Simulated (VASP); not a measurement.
# Al (Fm-3m) in VASP: notebook, part 2 of 3

VASP 6.6.1. The steps go on from the part before.

**3. Electric field gradients, LDA (volume scaled by 0.99)**

Input file INCAR:

```
  PREC = Accurate
  ENCUT = 520
  EDIFF = 1E-8
  ISMEAR = -1
  SIGMA = 0.03
  LREAL = F
  LASPH = T
  NELM = 80
  ALGO = Normal
  ISIF = 2
  LWAVE = F
  LCHARG = F
  GGA = CA
  LEFG = T
  NBANDS = 8
```

Input file KPOINTS:

```
Automatic mesh
0
Gamma
  17 17 17
```

Input file POSCAR:

```
Al
1.0
    0.0000000000      2.0172107856      2.0172107856
    2.0172107856      0.0000000000      2.0172107856
    2.0172107856      2.0172107856      0.0000000000
Al
1
Direct
    0.0000000000      0.0000000000      0.0000000000
```

Potentials or basis: VASP PAW LDA potentials, release 64 (Al).

Run with:

```console
$ cat potpaw_LDA.64/Al/POTCAR > POTCAR
$ mpirun -np 1 vasp_std > vasp.out
```

OUTCAR:

```text
PREC = Accurate
   ENCUT = 520
   EDIFF = 1E-8
   ISMEAR = -1
   LREAL = F
   LASPH = T
   NELM = 80
   ISIF = 2
   GGA = CA

 ion  position               nearest neighbor table
   1  0.000  0.000  0.000-

  LATTYP: Found a face centered cubic cell.
 ALAT       =     4.0344215712

  Lattice vectors:

 A1 = (   0.0000000000,   2.0172107856,   2.0172107856)
 A2 = (   2.0172107856,   0.0000000000,   2.0172107856)
 A3 = (   2.0172107856,   2.0172107856,   0.0000000000)

Analysis of symmetry for initial positions (statically):
=====================================================================
 Subroutine PRICEL returns:
 Original cell was already a primitive cell.

 Routine SETGRP: Setting up the symmetry group for a
 face centered cubic supercell.

 Subroutine GETGRP returns: Found 48 space group operations
 (whereof 48 operations were pure point group operations)
 out of a pool of 48 trial point group operations.

The static configuration has the point symmetry O_h .

Analysis of symmetry for dynamics (positions and initial velocities):
=====================================================================
 Subroutine PRICEL returns:
 Original cell was already a primitive cell.

 Routine SETGRP: Setting up the symmetry group for a
 face centered cubic supercell.

 Subroutine GETGRP returns: Found 48 space group operations
 (whereof 48 operations were pure point group operations)
 out of a pool of 48 trial point group operations.

The dynamic configuration has the point symmetry O_h .

 Subroutine INISYM returns: Found 48 space group operations
 (whereof 48 operations are pure point group operations),
 and found     1 'primitive' translations

----------------------------------------------------------------------------------------

                                     Primitive cell

  volume of cell :      16.4166

  direct lattice vectors                    reciprocal lattice vectors
     0.000000000  2.017210786  2.017210786    -0.247867007  0.247867007  0.247867007
     2.017210786  0.000000000  2.017210786     0.247867007 -0.247867007  0.247867007
     2.017210786  2.017210786  0.000000000     0.247867007  0.247867007 -0.247867007

  length of vectors
     2.852766851  2.852766851  2.852766851     0.429318250  0.429318250  0.429318250

  position of ions in fractional coordinates (direct lattice)
     0.000000000  0.000000000  0.000000000

  ion indices of the primitive-cell ions
   primitive index   ion index
                 1           1

----------------------------------------------------------------------------------------

 KPOINTS: Automatic mesh

Automatic generation of k-mesh.
 Grid dimensions read from file:
 generate k-points for:   17   17   17

 Generating k-lattice:

  Cartesian coordinates                     Fractional coordinates (reciprocal lattice)
    -0.014580412  0.014580412  0.014580412     0.058823529  0.000000000  0.000000000
     0.014580412 -0.014580412  0.014580412     0.000000000  0.058823529  0.000000000
[... 60 lines left out ...]
   EDIFFG = 0.1E-06   stopping-criterion for IOM
   NSW    =      0    number of steps for IOM
   IBRION =     -1    ionic relax: 0-MD 1-quasi-New 2-CG
   NFREE  =      0    steps in history (QN), initial steepest desc. (CG)
   ISIF   =      2    stress and relaxation
   ISYM   =      2    0-nonsym 1-usesym 2-fastsym
   POTIM  = 0.5000    time-step for ionic-motion
   TEBEG  =    0.0;   TEEND  =   0.0 temperature during run
   PSTRESS=    0.0 pullay stress
   NELECT =       3.0000    total number of electrons
   NUPDOWN=      -1.0000    fix difference up-down
   EMIN   =  10.00;   EMAX   =-10.00  energy-range for DOS
   EFERMI =   0.00;   METHOD = LEGACY
   ISMEAR =    -1;   SIGMA  =   0.03  broadening in eV -4-tet -1-fermi 0-gaus
   EFERMI_NEDOS =   21; number of points for ismear=-14 and -15
   IALGO  =     38    algorithm
   IMIX   =      4    mixing-type and parameters
     AMIX     =   0.40;   BMIX     =  1.00
     AMIX_MAG =   1.60;   BMIX_MAG =  1.00
  volume/ion in A,a.u.               =      16.42       110.78
  Fermi-wavevector in a.u.,A,eV,Ry     =   0.929011  1.755575 11.742652  0.863061
  Thomas-Fermi vector in A             =   2.055248
   LORBIT       =      0    0 simple, 1 ext, 2 COOP (PROOUT), +10 PAW based schemes
   GGA     = CA    functional components
   LHFCALC =     F    Hartree Fock is set to
   AEXX    =    0.0000 exact exchange contribution
   IVDW    =     0    specifies the selected vdW correction
   LEPSILON=     F    determine dielectric tensor
   LRPA    =     F    only Hartree local field effects (RPA)
 non-spin polarized calculation
  energy-cutoff  :      520.00
  volume of cell :       16.42
 maximum number of plane-waves:       459
 NGX is ok and might be reduce to    24
   NGX = 11   NGY = 11   NGZ = 11

 number of electron       3.0000000 magnetization

 Free energy of the ion-electron system (eV)
  ---------------------------------------------------
  ext. energy  EPLUGINS =         0.00000000
  ---------------------------------------------------
  free energy    TOTEN  =        -4.18870196 eV

  energy without entropy =       -4.18708293  energy(sigma->0) =       -4.18789245

 E-fermi :   7.8439     XC(G=0): -10.3624

 val. band max:        7.8363609362   @ k =  -0.4118   0.3529   0.0000
 cond. band min:       7.8560852433   @ k =  -0.3529   0.4706   0.1765
 fundamental gap:      0.0197243071
 Fermi energy:         7.8439165934

 k-point     1 :       0.0000    0.0000    0.0000
  band No.  band energies     occupation
      1      -3.2911      2.00000
      2      20.4424      0.00000
      3      20.4424      0.00000
      4      20.4424      0.00000
      5      21.8004      0.00000
      6      21.8004      0.00000
      7      21.8004      0.00000
      8      24.4938      0.00000
[... 243 lines left out ...]
 k-point    24 :      -0.1176    0.0588    0.0000
  band No.  band energies     occupation
      1      -2.6958      2.00000
      2      15.6649      0.00000
      3      17.6679      0.00000
      4      20.5381      0.00000
      5      22.5229      0.00000
      6      23.0166      0.00000
      7      24.2097      0.00000
      8      24.2917      0.00000

 [... further k-points ...]
[... 5 lines left out ...]
  --------------------------------------------------------------------------------------
  -------------------------------------------------------------------------------------
  Total       -0.2978798     -0.2978798     -0.2978798      0.0000000      0.0000000     -0.0000000
  in kB      -29.0715255    -29.0715255    -29.0715255      0.0000000      0.0000000     -0.0000000
  external PRESSURE =     -29.0715255 kB  Pullay stress =       0.0000000 kB

 VOLUME and BASIS-vectors are now :
 -----------------------------------------------------------------------------
  energy-cutoff  :      520.00
  volume of cell :       16.42
      direct lattice vectors                 reciprocal lattice vectors
     0.000000000  2.017210786  2.017210786    -0.247867007  0.247867007  0.247867007
     2.017210786  0.000000000  2.017210786     0.247867007 -0.247867007  0.247867007
     2.017210786  2.017210786  0.000000000     0.247867007  0.247867007 -0.247867007

 POSITION                                       TOTAL-FORCE (eV/Angst)
 -----------------------------------------------------------------------------------
      0.00000      0.00000      0.00000        -0.000000      0.000000     -0.000000
 -----------------------------------------------------------------------------------
    total drift:                                0.000000      0.000000     -0.000000

  FREE ENERGIE OF THE ION-ELECTRON SYSTEM (eV)
  ---------------------------------------------------
  free  energy   TOTEN  =        -4.1887019641 eV

  energy  without entropy=       -4.1870829319  energy(sigma->0) =       -4.18789245

 Electric field gradients (V/A^2)
---------------------------------------------------------------------
 ion       V_xx      V_yy      V_zz      V_xy      V_xz      V_yz
---------------------------------------------------------------------
   1       0.000    -0.000     0.000     0.000     0.000     0.000
---------------------------------------------------------------------

 Electric field gradients after diagonalization (V/A^2)
 (convention: |V_zz| > |V_xx| > |V_yy|)
----------------------------------------------------------------------
 ion       V_xx      V_yy      V_zz     asymmetry (V_yy - V_xx)/ V_zz
----------------------------------------------------------------------
   1      -0.000    -0.000     0.000       0.000
----------------------------------------------------------------------

           NMR quadrupolar parameters

 Cq : quadrupolar parameter    Cq=e*Q*V_zz/h
 eta: asymmetry parameters     (V_yy - V_xx)/ V_zz
 Q  : nuclear electric quadrupole moment in mb (millibarn)
----------------------------------------------------------------------
 ion       Cq(MHz)       eta       Q (mb)
----------------------------------------------------------------------
   1       0.000       0.000       1.000
----------------------------------------------------------------------
```

stdout:

```text
POSCAR found type information on POSCAR Al
 POSCAR found :  1 types and       1 ions
 scaLAPACK will be used
 LDA part: xc-table for (Slater(with rela. corr.)+CA(PZ))
 , standard interpolation
 POSCAR, INCAR and KPOINTS ok, starting setup
 FFT: planning ... GRIDC
 FFT: planning ... GRID_SOFT
 FFT: planning ... GRID
 WAVECAR not read
 entering main loop
ion   1
```

It took 11 s on 1 thread of AMD EPYC 9R45 (Zen 5), shared host; peak memory 0.1 GiB.

Results:

```yaml
Free_energy: -4.1887 eV
Pressure: -2.9 GPa
```

Caveat: without QUAD_EFG the Cq values of the log hold for a quadrupole moment of 1 mb, not for the nuclei.

(Continued in part 3 of 3.)
